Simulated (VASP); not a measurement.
# Mg3Re2 (Pm-3m) in VASP: further runs

Mg3Re2 is run at these levels: PBE; tasks: single point, relaxation of cell and atoms.

Program: VASP 6.6.1. These are calculated values, not measurements. Logs are shortened: lines on timing, memory, paths and dates and some standing lists are left out, and cuts for length are marked.

## (1) The cell of the first run

The structure is cubic, space group Pm-3m (No. 221). Conventional cell: a = 4.848 Å, b = 4.848 Å, c = 4.848 Å, α = 90.00°, β = 90.00°, γ = 90.00°. Within 3.2 Å of Mg (site symmetry 4/mmm) lie 2 Re at 2.42 Å. Re (site symmetry m-3m) has 12 Mg at 3.43 Å and 8 Re at 4.20 Å within 4.5 Å. Re (site symmetry m-3m) has 6 Mg at 2.42 Å within 3.2 Å.

## (2) Single point, PBE

File INCAR:

```
  PREC = Accurate
  ENCUT = 520
  EDIFF = 1E-6
  ISMEAR = 0
  SIGMA = 0.1
  LREAL = F
  LASPH = T
  NELM = 100
  ALGO = Normal
  ISIF = 2
  LWAVE = F
  LCHARG = F
  GGA = PE
  NBANDS = 18
```

File KPOINTS:

```
regular mesh
0
Gamma
  8 8 8
```

File POSCAR:

```
Mg3Re2
1.0
    4.8484530216      0.0000000000      0.0000000000
    0.0000000000      4.8484530216      0.0000000000
    0.0000000000      0.0000000000      4.8484530216
Mg Re
3 2
Direct
    0.5000000000      0.0000000000      0.0000000000
    0.0000000000      0.5000000000      0.0000000000
    0.0000000000      0.0000000000      0.5000000000
    0.5000000000      0.5000000000      0.5000000000
    0.0000000000      0.0000000000      0.0000000000
```

Potentials or basis: VASP PAW PBE potentials, release 64 (Mg, Re).

The run is started by

```
> cat potpaw_PBE.64/Mg/POTCAR potpaw_PBE.64/Re/POTCAR > POTCAR
> mpirun -np 1 vasp_std > vasp.out
```

OUTCAR:

```text
PREC = Accurate
   ENCUT = 520
   EDIFF = 1E-6
   ISMEAR = 0
   LREAL = F
   LASPH = T
   NELM = 100
   ISIF = 2
   GGA = PE

 ion  position               nearest neighbor table
   1  0.500  0.000  0.000-   5 2.42   5 2.42   4 3.43   2 3.43   3 3.43   4 3.43   2 3.43   4 3.43
                             4 3.43   2 3.43   3 3.43   3 3.43   3 3.43   2 3.43
   2  0.000  0.500  0.000-   5 2.42   5 2.42   4 3.43   1 3.43   3 3.43   4 3.43   1 3.43   3 3.43
                             3 3.43   3 3.43   1 3.43   4 3.43   4 3.43   1 3.43
   3  0.000  0.000  0.500-   5 2.42   5 2.42   4 3.43   1 3.43   1 3.43   2 3.43   2 3.43   2 3.43
                             4 3.43   2 3.43   1 3.43   4 3.43   1 3.43   4 3.43
   4  0.500  0.500  0.500-   1 3.43   2 3.43   3 3.43   1 3.43   2 3.43   1 3.43   3 3.43   1 3.43
                             2 3.43   3 3.43   2 3.43   3 3.43
   5  0.000  0.000  0.000-   1 2.42   2 2.42   3 2.42   3 2.42   2 2.42   1 2.42

  LATTYP: Found a simple cubic cell.
 ALAT       =     4.8484530216

  Lattice vectors:

 A1 = (   4.8484530216,   0.0000000000,   0.0000000000)
 A2 = (   0.0000000000,   4.8484530216,   0.0000000000)
 A3 = (   0.0000000000,   0.0000000000,   4.8484530216)

Analysis of symmetry for initial positions (statically):
=====================================================================
 Subroutine PRICEL returns:
 Original cell was already a primitive cell.

 Routine SETGRP: Setting up the symmetry group for a
 simple cubic supercell.

 Subroutine GETGRP returns: Found 48 space group operations
 (whereof 48 operations were pure point group operations)
 out of a pool of 48 trial point group operations.

The static configuration has the point symmetry O_h .

Analysis of symmetry for dynamics (positions and initial velocities):
=====================================================================
 Subroutine PRICEL returns:
 Original cell was already a primitive cell.

 Routine SETGRP: Setting up the symmetry group for a
 simple cubic supercell.

 Subroutine GETGRP returns: Found 48 space group operations
 (whereof 48 operations were pure point group operations)
 out of a pool of 48 trial point group operations.

The dynamic configuration has the point symmetry O_h .

 Subroutine INISYM returns: Found 48 space group operations
 (whereof 48 operations are pure point group operations),
 and found     1 'primitive' translations

----------------------------------------------------------------------------------------

                                     Primitive cell

  volume of cell :     113.9750

  direct lattice vectors                    reciprocal lattice vectors
     4.848453022  0.000000000  0.000000000     0.206251354  0.000000000  0.000000000
     0.000000000  4.848453022  0.000000000     0.000000000  0.206251354  0.000000000
     0.000000000  0.000000000  4.848453022     0.000000000  0.000000000  0.206251354

  length of vectors
     4.848453022  4.848453022  4.848453022     0.206251354  0.206251354  0.206251354

  position of ions in fractional coordinates (direct lattice)
     0.500000000  0.000000000  0.000000000
     0.000000000  0.500000000  0.000000000
     0.000000000  0.000000000  0.500000000
     0.500000000  0.500000000  0.500000000
     0.000000000  0.000000000  0.000000000

  ion indices of the primitive-cell ions
   primitive index   ion index
                 1           1
                 2           2
                 3           3
                 4           4
                 5           5

----------------------------------------------------------------------------------------

 KPOINTS: regular mesh

Automatic generation of k-mesh.
 Grid dimensions read from file:
 generate k-points for:    8    8    8

 Generating k-lattice:

  Cartesian coordinates                     Fractional coordinates (reciprocal lattice)
     0.025781419  0.000000000  0.000000000     0.125000000  0.000000000  0.000000000
     0.000000000  0.025781419  0.000000000     0.000000000  0.125000000  0.000000000
     0.000000000  0.000000000  0.025781419     0.000000000  0.000000000  0.125000000

  Length of vectors
     0.025781419  0.025781419  0.025781419

  Shift w.r.t. Gamma in fractional coordinates (k-lattice)
     0.000000000  0.000000000  0.000000000

 Subroutine IBZKPT returns following result:
 ===========================================

 Found     35 irreducible k-points:

 Following reciprocal coordinates:
            Coordinates               Weight
  0.000000  0.000000  0.000000      1.000000
  0.125000  0.000000  0.000000      6.000000
  0.250000  0.000000  0.000000      6.000000
  0.375000  0.000000  0.000000      6.000000
  0.500000  0.000000  0.000000      3.000000
  0.125000  0.125000  0.000000     12.000000
[... 16 lines left out ...]
  0.375000  0.375000  0.125000     24.000000
  0.500000  0.375000  0.125000     24.000000
 [... further k-points ...]
   k-points           NKPTS =     35   k-points in BZ     NKDIM =     35   number of bands    NBANDS=     18
   number of dos      NEDOS =    301   number of ions     NIONS =      5
   total plane-waves  NPLWV =  46656
   dimension x,y,z NGX =    36 NGY =   36 NGZ =   36
   dimension x,y,z NGXF=    72 NGYF=   72 NGZF=   72
   ions per type =               3   2
   NGX,Y,Z   is equivalent  to a cutoff of  12.34, 12.34, 12.34 a.u.
   NGXF,Y,Z  is equivalent  to a cutoff of  24.69, 24.69, 24.69 a.u.
 SYSTEM =  unknown system
   PREC   = accura    normal or accurate (medium, high low for compatibility)
   ISTART =      0    job   : 0-new  1-cont  2-samecut
   ICHARG =      2    charge: 1-file 2-atom 10-const
   ISPIN  =      1    spin polarized calculation?
   LNONCOLLINEAR =      F non collinear calculations
   LSORBIT =      F    spin-orbit coupling
   LASPH  =      T    aspherical Exc in radial PAW
   ENCUT  =  520.0 eV  38.22 Ry    6.18 a.u.   9.01  9.01  9.01*2*pi/ulx,y,z
   NELM   =    100;   NELMIN=  2; NELMDL= -5     # of ELM steps
   EDIFF  = 0.1E-05   stopping-criterion for ELM
   LREAL  =      F    real-space projection
   EDIFFG = 0.1E-04   stopping-criterion for IOM
   NSW    =      0    number of steps for IOM
   IBRION =     -1    ionic relax: 0-MD 1-quasi-New 2-CG
   NFREE  =      0    steps in history (QN), initial steepest desc. (CG)
   ISIF   =      2    stress and relaxation
   ISYM   =      2    0-nonsym 1-usesym 2-fastsym
   POTIM  = 0.5000    time-step for ionic-motion
   TEBEG  =    0.0;   TEEND  =   0.0 temperature during run
   PSTRESS=    0.0 pullay stress
   NELECT =      20.0000    total number of electrons
   NUPDOWN=      -1.0000    fix difference up-down
   EMIN   =  10.00;   EMAX   =-10.00  energy-range for DOS
   EFERMI =   0.00;   METHOD = LEGACY
   ISMEAR =     0;   SIGMA  =   0.10  broadening in eV -4-tet -1-fermi 0-gaus
   EFERMI_NEDOS =   21; number of points for ismear=-14 and -15
   IALGO  =     38    algorithm
   IMIX   =      4    mixing-type and parameters
     AMIX     =   0.40;   BMIX     =  1.00
     AMIX_MAG =   1.60;   BMIX_MAG =  1.00
  volume/ion in A,a.u.               =      22.79       153.83
  Fermi-wavevector in a.u.,A,eV,Ry     =   0.916533  1.731997 11.429350  0.840034
  Thomas-Fermi vector in A             =   2.041400
   LORBIT       =      0    0 simple, 1 ext, 2 COOP (PROOUT), +10 PAW based schemes
   GGA     = PE    functional components
   LHFCALC =     F    Hartree Fock is set to
   AEXX    =    0.0000 exact exchange contribution
   IVDW    =     0    specifies the selected vdW correction
   LEPSILON=     F    determine dielectric tensor
   LRPA    =     F    only Hartree local field effects (RPA)
 non-spin polarized calculation
 Gauss-broadening in eV      SIGMA  =   0.10
  energy-cutoff  :      520.00
  volume of cell :      113.97
 maximum number of plane-waves:      3112
   NGX = 19   NGY = 19   NGZ = 19

 number of electron      19.9999996 magnetization

 Free energy of the ion-electron system (eV)
  ---------------------------------------------------
  ext. energy  EPLUGINS =         0.00000000
  ---------------------------------------------------
  free energy    TOTEN  =       -18.85361819 eV

  energy without entropy =      -18.79266954  energy(sigma->0) =      -18.82314387

 E-fermi :   2.0427     XC(G=0):  -9.4850

 val. band max:        2.0395908250   @ k =   0.3750   0.2500   0.1250
 cond. band min:       2.0652742865   @ k =   0.1250   0.1250   0.1250
 fundamental gap:      0.0256834615
 Fermi energy:         2.0427179997

 k-point     1 :       0.0000    0.0000    0.0000
  band No.  band energies     occupation
      1      -4.0416      2.00000
      2      -0.0202      2.00000
      3      -0.0202      2.00000
      4       1.2009      2.00000
      5       1.2009      2.00000
      6       1.2009      2.00000
[... 10 lines left out ...]
     17       7.8477      0.00000
     18       8.6868      0.00000

 k-point     2 :       0.1250    0.0000    0.0000
  band No.  band energies     occupation
      1      -3.9313      2.00000
      2      -0.0611      2.00000
      3       0.0335      2.00000
      4       1.1863      2.00000
      5       1.1864      2.00000
      6       1.2414      2.00000
[... 10 lines left out ...]
     17       8.0419      0.00000
     18       8.6235      0.00000

 k-point     3 :       0.2500    0.0000    0.0000
  band No.  band energies     occupation
      1      -3.6075      2.00000
      2      -0.4927      2.00000
      3       0.1853      2.00000
      4       1.0868      2.00000
      5       1.1579      2.00000
      6       1.1579      2.00000
[... 10 lines left out ...]
     17       7.8085      0.00000
     18       8.0931      0.00000

 k-point     4 :       0.3750    0.0000    0.0000
  band No.  band energies     occupation
      1      -3.1015      2.00000
      2      -1.3230      2.00000
      3       0.3966      2.00000
      4       1.1505      2.00000
      5       1.1505      2.00000
      6       1.2283      2.00000
[... 375 lines left out ...]
      4       0.5432      2.00000
      5       0.7729      2.00000
      6       0.7752      2.00000
[... 10 lines left out ...]
     17       6.9811      0.00000
     18       7.5346      0.00000

 k-point    23 :       0.3750    0.3750    0.1250
  band No.  band energies     occupation
      1      -2.2082      2.00000
      2      -0.9701      2.00000
      3       0.0824      2.00000
      4       0.4362      2.00000
      5       0.6712      2.00000
      6       0.6959      2.00000
[... 10 lines left out ...]
     17       6.7183      0.00000
     18       7.1014      0.00000

 k-point    24 :       0.5000    0.3750    0.1250
  band No.  band energies     occupation
      1      -1.9255      2.00000
      2      -1.1284      2.00000
      3       0.1923      2.00000
      4       0.2693      2.00000
      5       0.6619      2.00000
      6       0.6664      2.00000
[... 10 lines left out ...]
     17       6.6887      0.00000
     18       6.9191      0.00000

 [... further k-points ...]
[... 5 lines left out ...]
  --------------------------------------------------------------------------------------
  -------------------------------------------------------------------------------------
  Total       -0.0324797     -0.0324797     -0.0324797      0.0000000      0.0000000     -0.0000000
  in kB       -0.4565764     -0.4565764     -0.4565764      0.0000000      0.0000000     -0.0000000
  external PRESSURE =      -0.4565764 kB  Pullay stress =       0.0000000 kB

 VOLUME and BASIS-vectors are now :
 -----------------------------------------------------------------------------
  energy-cutoff  :      520.00
  volume of cell :      113.97
      direct lattice vectors                 reciprocal lattice vectors
     4.848453022  0.000000000  0.000000000     0.206251354  0.000000000  0.000000000
     0.000000000  4.848453022  0.000000000     0.000000000  0.206251354  0.000000000
     0.000000000  0.000000000  4.848453022     0.000000000  0.000000000  0.206251354

 POSITION                                       TOTAL-FORCE (eV/Angst)
 -----------------------------------------------------------------------------------
      2.42423      0.00000      0.00000         0.000000      0.000000      0.000000
      0.00000      2.42423      0.00000         0.000000      0.000000      0.000000
      0.00000      0.00000      2.42423         0.000000      0.000000      0.000000
      2.42423      2.42423      2.42423         0.000000      0.000000      0.000000
      0.00000      0.00000      0.00000         0.000000      0.000000      0.000000
 -----------------------------------------------------------------------------------
    total drift:                                0.000000      0.000000      0.000000

  FREE ENERGIE OF THE ION-ELECTRON SYSTEM (eV)
  ---------------------------------------------------
  free  energy   TOTEN  =       -18.8536181924 eV

  energy  without entropy=      -18.7926695422  energy(sigma->0) =      -18.82314387
```

Wall time 49 s (1 thread of Intel Xeon Platinum 8488C (Sapphire Rapids), shared host); peak memory 0.24 GiB.

What came out:

* Free energy: -18.8536 eV
* Pressure: 0.0 GPa
* Band gap on the k mesh: zero (band 10 reaches 2.39 eV, above the bottom of band 11 at 1.82 eV)

Levels at points of the mesh, in eV from the Fermi level:
```
           k point  band 6  band 7  band 8  band 9  band 10  band 11  band 12  band 13  band 14  band 15
(0.00, 0.00, 0.00)   -0.84   -0.21   -0.21    0.27     0.34     0.34     0.34     0.72     0.72     0.72
(0.50, 0.00, 0.00)   -0.87   -0.79   -0.79   -0.68    -0.34    -0.22    -0.04     3.06     3.22     3.22
(0.50, 0.50, 0.00)   -1.36   -0.87   -0.46   -0.17     0.07     0.28     0.53     0.53     0.89     3.08
(0.50, 0.50, 0.50)   -1.78   -1.78   -0.94   -0.43    -0.43     0.08     0.08     1.86     1.86     1.86
```

Caveat: spin-orbit coupling is left out, which moves the levels of the heavy elements.

[end of part 1 of 2]
